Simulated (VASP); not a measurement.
# BAs (v.bA) (F-43m) in VASP: single point with PBE

Aim: the single point of BAs (v.bA) with PBE.

Everything below comes from runs of VASP 6.6.1. Logs are shortened: lines on timing, memory, paths and dates and some standing lists are left out, and cuts for length are marked.

## Step 1: The cell of the first run

Symmetry: F-43m, No. 216, cubic system. Conventional cell: a = 4.809 Å, b = 4.809 Å, c = 4.809 Å, α = 90.00°, β = 90.00°, γ = 90.00°. B (site symmetry -43m) has 4 As at 2.08 Å within 2.8 Å. Within 2.8 Å of As (site symmetry -43m) lie 4 B at 2.08 Å.

## Step 2: Single point, PBE

Contents of INCAR:

```
SYSTEM = BAs
PREC = Accurate ; ENCUT = 500
EDIFF = 1E-6 ; ISMEAR = 0
SIGMA = 0.02 ; LREAL = .False.
LASPH = .True. ; NELM = 120
ALGO = Normal ; ISIF = 2
LWAVE = .False. ; LCHARG = .False.
GGA = PE ; NBANDS = 11
GGA_COMPAT = .False.
```

Contents of KPOINTS:

```
regular mesh
0
Gamma
  10 10 10
  0 0 0
```

Contents of POSCAR:

```
BAs
1.0
    0.0000000000      2.4045448513      2.4045448513
    2.4045448513      0.0000000000      2.4045448513
    2.4045448513      2.4045448513      0.0000000000
B As
1 1
Direct
    0.0000000000      0.0000000000      0.0000000000
    0.2500000000      0.2500000000      0.2500000000
```

Potentials or basis: VASP PAW PBE potentials, release 64 (B, As).

Launch:

```bash
cat potpaw_PBE.64/B/POTCAR potpaw_PBE.64/As/POTCAR > POTCAR
mpirun -np 1 vasp_std > vasp.out
```

OUTCAR:

```text
SYSTEM = BAs
   PREC = Accurate
   ENCUT = 500
   EDIFF = 1E-6
   ISMEAR = 0
   LREAL = .False.
   LASPH = .True.
   NELM = 120
   ISIF = 2
   GGA = PE

 ion  position               nearest neighbor table
   1  0.000  0.000  0.000-   2 2.08   2 2.08   2 2.08   2 2.08
   2  0.250  0.250  0.250-   1 2.08   1 2.08   1 2.08   1 2.08

  LATTYP: Found a face centered cubic cell.
 ALAT       =     4.8090897026

  Lattice vectors:

 A1 = (   0.0000000000,   2.4045448513,   2.4045448513)
 A2 = (   2.4045448513,   0.0000000000,   2.4045448513)
 A3 = (   2.4045448513,   2.4045448513,   0.0000000000)

Analysis of symmetry for initial positions (statically):
=====================================================================
 Subroutine PRICEL returns:
 Original cell was already a primitive cell.

 Routine SETGRP: Setting up the symmetry group for a
 face centered cubic supercell.

 Subroutine GETGRP returns: Found 24 space group operations
 (whereof 24 operations were pure point group operations)
 out of a pool of 48 trial point group operations.

The static configuration has the point symmetry T_d .

Analysis of symmetry for dynamics (positions and initial velocities):
=====================================================================
 Subroutine PRICEL returns:
 Original cell was already a primitive cell.

 Routine SETGRP: Setting up the symmetry group for a
 face centered cubic supercell.

 Subroutine GETGRP returns: Found 24 space group operations
 (whereof 24 operations were pure point group operations)
 out of a pool of 48 trial point group operations.

The dynamic configuration has the point symmetry T_d .

 Subroutine INISYM returns: Found 24 space group operations
 (whereof 24 operations are pure point group operations),
 and found     1 'primitive' translations

----------------------------------------------------------------------------------------

                                     Primitive cell

  volume of cell :      27.8054

  direct lattice vectors                    reciprocal lattice vectors
     0.000000000  2.404544851  2.404544851    -0.207939561  0.207939561  0.207939561
     2.404544851  0.000000000  2.404544851     0.207939561 -0.207939561  0.207939561
     2.404544851  2.404544851  0.000000000     0.207939561  0.207939561 -0.207939561

  length of vectors
     3.400539940  3.400539940  3.400539940     0.360161884  0.360161884  0.360161884

  position of ions in fractional coordinates (direct lattice)
     0.000000000  0.000000000  0.000000000
     0.250000000  0.250000000  0.250000000

  ion indices of the primitive-cell ions
[... 85 lines left out ...]
   PSTRESS=    0.0 pullay stress
   NELECT =       8.0000    total number of electrons
   NUPDOWN=      -1.0000    fix difference up-down
   EMIN   =  10.00;   EMAX   =-10.00  energy-range for DOS
   EFERMI =   0.00;   METHOD = LEGACY
   ISMEAR =     0;   SIGMA  =   0.02  broadening in eV -4-tet -1-fermi 0-gaus
   EFERMI_NEDOS =   21; number of points for ismear=-14 and -15
   IALGO  =     38    algorithm
   IMIX   =      4    mixing-type and parameters
     AMIX     =   0.40;   BMIX     =  1.00
     AMIX_MAG =   1.60;   BMIX_MAG =  1.00
  volume/ion in A,a.u.               =      13.90        93.82
  Fermi-wavevector in a.u.,A,eV,Ry     =   1.080758  2.042337 15.892131  1.168039
  Thomas-Fermi vector in A             =   2.216758
   LORBIT       =      0    0 simple, 1 ext, 2 COOP (PROOUT), +10 PAW based schemes
   GGA     = PE    functional components
   LHFCALC =     F    Hartree Fock is set to
   AEXX    =    0.0000 exact exchange contribution
   IVDW    =     0    specifies the selected vdW correction
   LEPSILON=     F    determine dielectric tensor
   LRPA    =     F    only Hartree local field effects (RPA)
 non-spin polarized calculation
 Gauss-broadening in eV      SIGMA  =   0.02
  energy-cutoff  :      500.00
  volume of cell :       27.81
 maximum number of plane-waves:       725
 NGX is ok and might be reduce to    28
   NGX = 13   NGY = 13   NGZ = 13

 number of electron       8.0000000 magnetization

 Free energy of the ion-electron system (eV)
  ---------------------------------------------------
  ext. energy  EPLUGINS =         0.00000000
  ---------------------------------------------------
  free energy    TOTEN  =       -11.41314885 eV

  energy without entropy =      -11.41314885  energy(sigma->0) =      -11.41314885

 E-fermi :   6.0352     XC(G=0): -10.4974

 val. band max:        5.9065131520   @ k =   0.0000   0.0000   0.0000
 cond. band min:       7.1025555437   @ k =   0.4000   0.4000   0.0000
 fundamental gap:      1.1960423917
 Fermi energy:         6.0351551840

 k-point     1 :       0.0000    0.0000    0.0000
  band No.  band energies     occupation
      1      -9.3130      2.00000
      2       5.9065      2.00000
      3       5.9065      2.00000
      4       5.9065      2.00000
      5       9.1581      0.00000
      6       9.1581      0.00000
      7       9.1581      0.00000
      8      10.3393      0.00000
      9      15.3928      0.00000
     10      18.7763      0.00000
     11      18.7763      0.00000
[... 309 lines left out ...]
 k-point    24 :       0.4000    0.3000    0.0000
  band No.  band energies     occupation
      1      -6.7236      2.00000
      2      -0.4976      2.00000
      3       2.0131      2.00000
      4       2.4928      2.00000
      5       7.6131      0.00000
      6       9.2947      0.00000
      7      14.6002      0.00000
      8      14.8437      0.00000
      9      17.7856      0.00000
     10      21.4686      0.00000
     11      21.6479      0.00000

 [... further k-points ...]

------------------------ aborting loop because EDIFF is reached ----------------------------------------

  FORCE on cell =-STRESS in cart. coord.  units (eV):
  Direction    XX          YY          ZZ          XY          YZ          ZX
  --------------------------------------------------------------------------------------
  -------------------------------------------------------------------------------------
  Total        0.1064520      0.1064520      0.1064520      0.0000000      0.0000000      0.0000000
  in kB        6.1338871      6.1338871      6.1338871      0.0000000      0.0000000      0.0000000
  external PRESSURE =       6.1338871 kB  Pullay stress =       0.0000000 kB

 VOLUME and BASIS-vectors are now :
 -----------------------------------------------------------------------------
  energy-cutoff  :      500.00
  volume of cell :       27.81
      direct lattice vectors                 reciprocal lattice vectors
     0.000000000  2.404544851  2.404544851    -0.207939561  0.207939561  0.207939561
     2.404544851  0.000000000  2.404544851     0.207939561 -0.207939561  0.207939561
     2.404544851  2.404544851  0.000000000     0.207939561  0.207939561 -0.207939561

 POSITION                                       TOTAL-FORCE (eV/Angst)
 -----------------------------------------------------------------------------------
      0.00000      0.00000      0.00000         0.000000     -0.000000      0.000000
      1.20227      1.20227      1.20227        -0.000000      0.000000     -0.000000
 -----------------------------------------------------------------------------------
    total drift:                               -0.000000     -0.000000     -0.000000

  FREE ENERGIE OF THE ION-ELECTRON SYSTEM (eV)
  ---------------------------------------------------
  free  energy   TOTEN  =       -11.4131488491 eV

  energy  without entropy=      -11.4131488491  energy(sigma->0) =      -11.41314885
```

stdout:

```text
POSCAR found type information on POSCAR B As
 POSCAR found :  2 types and       2 ions
 scaLAPACK will be used
 LDA part: xc-table for (Slater+PW92), standard interpolation
 POSCAR, INCAR and KPOINTS ok, starting setup
 FFT: planning ... GRIDC
 FFT: planning ... GRID_SOFT
 FFT: planning ... GRID
 WAVECAR not read
 entering main loop
```

It took 24 s on 1 thread of AMD EPYC 7R13, shared host; peak memory 0.13 GiB.

Results:

| Quantity | Value |
| --- | --- |
| Free energy | -11.4131 eV |
| Pressure | 0.6 GPa |
| Band gap on the k mesh | 1.20 eV, indirect (least direct gap 3.25 eV) |

A k mesh can miss the band edges. PBE gaps usually lie below the measured ones, often by a third to a half.
